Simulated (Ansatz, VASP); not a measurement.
## One calculation of SbO6, two programs

```
Sb O
1.0
    -2.92107    2.92107    2.92107
     2.92107   -2.92107    2.92107
     2.92107    2.92107   -2.92107
Sb O
1 6
Cartesian
  0.0000 0.0000 0.0000
  3.5763 0.0000 0.0000
  2.2659 0.0000 0.0000
  0.0000 0.0000 3.5763
  0.0000 0.0000 2.2659
  0.0000 3.5763 0.0000
  0.0000 2.2659 0.0000
```

Change from the starting cell: species swapped into the TcF6 type (I4/mmm, No. 139).

Alike in both runs: task relaxation of cell and atoms; functional PBE; k mesh 10 × 10 × 10; occupations gaussian, width 0.1 eV; no spin polarisation.

```csv
,VASP,Ansatz
version,VASP 6.6.1,Ansatz 0.2.0
potentials or method,"VASP PAW PBE potentials, release 64 (Sb_d_GW, O), cutoff 600 eV","scalar-relativistic, plane waves, PAW"
valence electrons in the cell,51,51
```

VASP gave:

* gap on the k mesh at the Fermi level, each at its own relaxed structure (eV): none
* relaxed volume (Å³/atom): 14.11
* relaxed length of the cell vector where the two differ most in proportion (Å): 5.044

**Question.** Which values does Ansatz return?

**Answer.** gap on the k mesh at the Fermi level, each at its own relaxed structure (eV): none; relaxed volume (Å³/atom): 14.22; relaxed length of the cell vector where the two differ most in proportion (Å): 5.057.

A gap of «none» marks a metal or a gap that the smearing closes.

Spin-orbit coupling is off throughout.
